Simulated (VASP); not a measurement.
# ScAl4As (F-43m) in VASP: a series of runs

The runs below take ScAl4As through single point, with PBE.

All numbers are computed with VASP 6.6.1; they aren't measurements. Logs are shortened: lines on timing, memory, paths and dates and some standing lists are left out, and cuts for length are marked.

## 1. The cell of the first run

It takes space group F-43m (No. 216, cubic). Conventional cell: a = 7.701 Å, b = 7.701 Å, c = 7.701 Å, α = 90.00°, β = 90.00°, γ = 90.00°. Sc (site symmetry -43m) has 12 Al at 3.19 Å and 4 As at 3.33 Å within 4.2 Å. Within 3.6 Å of Al (site symmetry 3m) lie 6 Al at 2.71 to 2.74 Å and 3 Sc at 3.19 Å and 3 As at 3.19 Å. Within 4.2 Å of As (site symmetry -43m) lie 12 Al at 3.19 Å and 4 Sc at 3.33 Å.

The cell was built from a structure type or drawn by symmetry, and may not be a known phase.

## 2. Single point, PBE

The input, INCAR:

```
SYSTEM = ScAl4As
PREC = Accurate
ENCUT = 520
EDIFF = 1E-6
ISMEAR = 0
SIGMA = 0.1
LREAL = .False.
LASPH = .True.
NELM = 100
ALGO = Normal
ISIF = 2
LWAVE = .False.
LCHARG = .False.
GGA = PE
NBANDS = 23
```

The input, KPOINTS:

```
regular mesh
0
Gamma
  4 4 4
  0 0 0
```

The input, POSCAR:

```
ScAl4As
1.0
    0.0000000000      3.8506696600      3.8506696600
    3.8506696600      0.0000000000      3.8506696600
    3.8506696600      3.8506696600      0.0000000000
Sc Al As
1 4 1
Direct
    0.2500000000      0.2500000000      0.2500000000
    0.6242243300      0.1273270000      0.6242243300
    0.6242243300      0.6242243300      0.1273270000
    0.6242243300      0.6242243300      0.6242243300
    0.1273270000      0.6242243300      0.6242243300
    0.0000000000      0.0000000000      0.0000000000
```

Potentials or basis: VASP PAW PBE potentials, release 64 (Sc_sv, Al, As).

Run with:

```bash
cat potpaw_PBE.64/Sc_sv/POTCAR potpaw_PBE.64/Al/POTCAR potpaw_PBE.64/As/POTCAR > POTCAR
mpirun -np 1 vasp_std > vasp.out
```

OUTCAR:

```text
SYSTEM = ScAl4As
   PREC = Accurate
   ENCUT = 520
   EDIFF = 1E-6
   ISMEAR = 0
   LREAL = .False.
   LASPH = .True.
   NELM = 100
   ISIF = 2
   GGA = PE

 ion  position               nearest neighbor table
   1  0.250  0.250  0.250-   2 3.19   3 3.19   5 3.19   4 3.19   4 3.19   4 3.19   3 3.19   2 3.19
                             5 3.19   2 3.19   3 3.19   5 3.19
   2  0.624  0.127  0.624-   3 2.71   4 2.71   5 2.71   5 2.74   3 2.74   4 2.74   1 3.19   1 3.19
                             1 3.19
   3  0.624  0.624  0.127-   2 2.71   4 2.71   5 2.71   2 2.74   5 2.74   4 2.74   1 3.19   1 3.19
                             1 3.19
   4  0.624  0.624  0.624-   2 2.71   3 2.71   5 2.71   5 2.74   2 2.74   3 2.74   1 3.19   1 3.19
                             1 3.19
   5  0.127  0.624  0.624-   2 2.71   3 2.71   4 2.71   2 2.74   3 2.74   4 2.74   1 3.19   1 3.19
                             1 3.19
   6  0.000  0.000  0.000-

  LATTYP: Found a face centered cubic cell.
 ALAT       =     7.7013393200

  Lattice vectors:

 A1 = (   0.0000000000,   3.8506696600,   3.8506696600)
 A2 = (   3.8506696600,   0.0000000000,   3.8506696600)
 A3 = (   3.8506696600,   3.8506696600,   0.0000000000)

Analysis of symmetry for initial positions (statically):
=====================================================================
 Subroutine PRICEL returns:
 Original cell was already a primitive cell.

 Routine SETGRP: Setting up the symmetry group for a
 face centered cubic supercell.

 Subroutine GETGRP returns: Found 24 space group operations
 (whereof 24 operations were pure point group operations)
 out of a pool of 48 trial point group operations.

The static configuration has the point symmetry T_d .

Analysis of symmetry for dynamics (positions and initial velocities):
=====================================================================
 Subroutine PRICEL returns:
 Original cell was already a primitive cell.

 Routine SETGRP: Setting up the symmetry group for a
 face centered cubic supercell.

 Subroutine GETGRP returns: Found 24 space group operations
 (whereof 24 operations were pure point group operations)
 out of a pool of 48 trial point group operations.

The dynamic configuration has the point symmetry T_d .

 Subroutine INISYM returns: Found 24 space group operations
 (whereof 24 operations are pure point group operations),
 and found     1 'primitive' translations

----------------------------------------------------------------------------------------

                                     Primitive cell

  volume of cell :     114.1928

  direct lattice vectors                    reciprocal lattice vectors
     0.000000000  3.850669660  3.850669660    -0.129847544  0.129847544  0.129847544
     3.850669660  0.000000000  3.850669660     0.129847544 -0.129847544  0.129847544
     3.850669660  3.850669660  0.000000000     0.129847544  0.129847544 -0.129847544

  length of vectors
     5.445669257  5.445669257  5.445669257     0.224902544  0.224902544  0.224902544

  position of ions in fractional coordinates (direct lattice)
     0.250000000  0.250000000  0.250000000
     0.624224330  0.127327000  0.624224330
     0.624224330  0.624224330  0.127327000
     0.624224330  0.624224330  0.624224330
     0.127327000  0.624224330  0.624224330
     0.000000000  0.000000000  0.000000000

  ion indices of the primitive-cell ions
   primitive index   ion index
                 1           1
                 2           2
                 3           3
                 4           4
                 5           5
                 6           6

----------------------------------------------------------------------------------------

 KPOINTS: regular mesh

Automatic generation of k-mesh.
 Grid dimensions read from file:
 generate k-points for:    4    4    4

 Generating k-lattice:

  Cartesian coordinates                     Fractional coordinates (reciprocal lattice)
    -0.032461886  0.032461886  0.032461886     0.250000000  0.000000000  0.000000000
     0.032461886 -0.032461886  0.032461886     0.000000000  0.250000000  0.000000000
     0.032461886  0.032461886 -0.032461886     0.000000000  0.000000000  0.250000000

  Length of vectors
     0.056225636  0.056225636  0.056225636

  Shift w.r.t. Gamma in fractional coordinates (k-lattice)
     0.000000000  0.000000000  0.000000000

 Subroutine IBZKPT returns following result:
 ===========================================

 Found      8 irreducible k-points:

 Following reciprocal coordinates:
            Coordinates               Weight
  0.000000  0.000000  0.000000      1.000000
  0.250000  0.000000  0.000000      8.000000
  0.500000  0.000000  0.000000      4.000000
  0.250000  0.250000  0.000000      6.000000
  0.500000  0.250000  0.000000     24.000000
 -0.250000  0.250000  0.000000     12.000000
  0.500000  0.500000  0.000000      3.000000
 -0.250000  0.500000  0.250000      6.000000
   k-points           NKPTS =      8   k-points in BZ     NKDIM =      8   number of bands    NBANDS=     23
   number of dos      NEDOS =    301   number of ions     NIONS =      6
   total plane-waves  NPLWV =  74088
   dimension x,y,z NGX =    42 NGY =   42 NGZ =   42
   dimension x,y,z NGXF=    84 NGYF=   84 NGZF=   84
   ions per type =               1   4   1
   NGX,Y,Z   is equivalent  to a cutoff of  12.82, 12.82, 12.82 a.u.
   NGXF,Y,Z  is equivalent  to a cutoff of  25.64, 25.64, 25.64 a.u.
 SYSTEM =  ScAl4As
   PREC   = accura    normal or accurate (medium, high low for compatibility)
   ISTART =      0    job   : 0-new  1-cont  2-samecut
   ICHARG =      2    charge: 1-file 2-atom 10-const
   ISPIN  =      1    spin polarized calculation?
   LNONCOLLINEAR =      F non collinear calculations
   LSORBIT =      F    spin-orbit coupling
   LASPH  =      T    aspherical Exc in radial PAW
   ENCUT  =  520.0 eV  38.22 Ry    6.18 a.u.  10.13 10.13 10.13*2*pi/ulx,y,z
   NELM   =    100;   NELMIN=  2; NELMDL= -5     # of ELM steps
   EDIFF  = 0.1E-05   stopping-criterion for ELM
   LREAL  =      F    real-space projection
   EDIFFG = 0.1E-04   stopping-criterion for IOM
   NSW    =      0    number of steps for IOM
   IBRION =     -1    ionic relax: 0-MD 1-quasi-New 2-CG
   NFREE  =      0    steps in history (QN), initial steepest desc. (CG)
   ISIF   =      2    stress and relaxation
   ISYM   =      2    0-nonsym 1-usesym 2-fastsym
   POTIM  = 0.5000    time-step for ionic-motion
   TEBEG  =    0.0;   TEEND  =   0.0 temperature during run
   PSTRESS=    0.0 pullay stress
   NELECT =      28.0000    total number of electrons
   NUPDOWN=      -1.0000    fix difference up-down
   EMIN   =  10.00;   EMAX   =-10.00  energy-range for DOS
   EFERMI =   0.00;   METHOD = LEGACY
   ISMEAR =     0;   SIGMA  =   0.10  broadening in eV -4-tet -1-fermi 0-gaus
   EFERMI_NEDOS =   21; number of points for ismear=-14 and -15
   IALGO  =     38    algorithm
   IMIX   =      4    mixing-type and parameters
     AMIX     =   0.40;   BMIX     =  1.00
     AMIX_MAG =   1.60;   BMIX_MAG =  1.00
  volume/ion in A,a.u.               =      19.03       128.44
  Fermi-wavevector in a.u.,A,eV,Ry     =   1.024663  1.936333 14.285236  1.049935
  Thomas-Fermi vector in A             =   2.158463
   LORBIT       =      0    0 simple, 1 ext, 2 COOP (PROOUT), +10 PAW based schemes
   GGA     = PE    functional components
   LHFCALC =     F    Hartree Fock is set to
   AEXX    =    0.0000 exact exchange contribution
   IVDW    =     0    specifies the selected vdW correction
   LEPSILON=     F    determine dielectric tensor
   LRPA    =     F    only Hartree local field effects (RPA)
 non-spin polarized calculation
 Gauss-broadening in eV      SIGMA  =   0.10
  energy-cutoff  :      520.00
  volume of cell :      114.19
 maximum number of plane-waves:      3119
 NGX is ok and might be reduce to    42
   NGX = 21   NGY = 21   NGZ = 21

 number of electron      27.9999999 magnetization

 Free energy of the ion-electron system (eV)
  ---------------------------------------------------
  ext. energy  EPLUGINS =         0.00000000
  ---------------------------------------------------
  free energy    TOTEN  =       -26.53049044 eV

  energy without entropy =      -26.48252629  energy(sigma->0) =      -26.50650836

 E-fermi :   6.1809     XC(G=0): -10.0614

 val. band max:        6.1768285738   @ k =   0.2500   0.2500   0.0000
 cond. band min:       6.2059622394   @ k =  -0.2500   0.5000   0.2500
 fundamental gap:      0.0291336656
 Fermi energy:         6.1809260506

 k-point     1 :       0.0000    0.0000    0.0000
  band No.  band energies     occupation
      1     -43.4674      2.00000
      2     -22.0898      2.00000
      3     -22.0898      2.00000
      4     -22.0898      2.00000
      5      -5.3833      2.00000
      6      -1.1227      2.00000
[... 15 lines left out ...]
     22       9.2669      0.00000
     23      10.1012      0.00000

 k-point     2 :       0.2500    0.0000    0.0000
  band No.  band energies     occupation
      1     -43.4674      2.00000
      2     -22.0907      2.00000
      3     -22.0899      2.00000
      4     -22.0899      2.00000
      5      -5.1080      2.00000
      6      -1.6250      2.00000
[... 15 lines left out ...]
     22      10.4497      0.00000
     23      10.4497      0.00000

 k-point     3 :       0.5000    0.0000    0.0000
  band No.  band energies     occupation
      1     -43.4674      2.00000
      2     -22.0917      2.00000
      3     -22.0901      2.00000
      4     -22.0901      2.00000
      5      -4.7391      2.00000
      6      -2.2112      2.00000
[... 15 lines left out ...]
     22       9.9777      0.00000
     23       9.9778      0.00000
[... 79 lines left out ...]
 k-point     7 :       0.5000    0.5000    0.0000
  band No.  band energies     occupation
      1     -43.4674      2.00000
      2     -22.0916      2.00000
      3     -22.0905      2.00000
      4     -22.0905      2.00000
      5      -4.5783      2.00000
      6      -1.5037      2.00000
[... 15 lines left out ...]
     22       8.9068      0.00000
     23      10.3947      0.00000

 k-point     8 :      -0.2500    0.5000    0.2500
  band No.  band energies     occupation
      1     -43.4674      2.00000
      2     -22.0910      2.00000
      3     -22.0910      2.00000
      4     -22.0905      2.00000
      5      -4.5570      2.00000
      6      -1.3772      2.00000
[... 15 lines left out ...]
     22      10.2612      0.00000
     23      10.4059      0.00000

------------------------ aborting loop because EDIFF is reached ----------------------------------------

  FORCE on cell =-STRESS in cart. coord.  units (eV):
  Direction    XX          YY          ZZ          XY          YZ          ZX
  --------------------------------------------------------------------------------------
  -------------------------------------------------------------------------------------
  Total       -2.4345964     -2.4345964     -2.4345964      0.0000000      0.0000000      0.0000000
  in kB      -34.1584983    -34.1584983    -34.1584983      0.0000000      0.0000000      0.0000000
  external PRESSURE =     -34.1584983 kB  Pullay stress =       0.0000000 kB

 VOLUME and BASIS-vectors are now :
 -----------------------------------------------------------------------------
  energy-cutoff  :      520.00
  volume of cell :      114.19
      direct lattice vectors                 reciprocal lattice vectors
     0.000000000  3.850669660  3.850669660    -0.129847544  0.129847544  0.129847544
     3.850669660  0.000000000  3.850669660     0.129847544 -0.129847544  0.129847544
     3.850669660  3.850669660  0.000000000     0.129847544  0.129847544 -0.129847544

 POSITION                                       TOTAL-FORCE (eV/Angst)
 -----------------------------------------------------------------------------------
      1.92533      1.92533      1.92533         0.000000      0.000000      0.000000
      2.89398      4.80736      2.89398         0.014997     -0.014997      0.014997
      2.89398      2.89398      4.80736         0.014997      0.014997     -0.014997
      4.80736      4.80736      4.80736        -0.014997     -0.014997     -0.014997
      4.80736      2.89398      2.89398        -0.014997      0.014997      0.014997
      0.00000      0.00000      0.00000         0.000000      0.000000      0.000000
 -----------------------------------------------------------------------------------
    total drift:                               -0.000003     -0.000003     -0.000002

  FREE ENERGIE OF THE ION-ELECTRON SYSTEM (eV)
  ---------------------------------------------------
  free  energy   TOTEN  =       -26.5304904428 eV

  energy  without entropy=      -26.4825262863  energy(sigma->0) =      -26.50650836
```

Wall time 25 s (1 thread of Intel Xeon Platinum 8488C (Sapphire Rapids), shared host); peak memory 0.25 GiB.

Results:

* Free energy: -26.5305 eV
* Pressure: -3.4 GPa
* Largest force: 0.026 eV/Å
* Band gap on the k mesh: zero (bands 14 and 15 overlap by 1.45 eV)

Forces in eV/Å, atoms in the order of the input:
```
Sc   0.000  0.000  0.000
Al   0.015 -0.015  0.015
Al   0.015  0.015 -0.015
Al  -0.015 -0.015 -0.015
Al  -0.015  0.015  0.015
As   0.000  0.000  0.000
```

Caveat: the cell stands under tension.

(Part 1 of 2 ends here.)
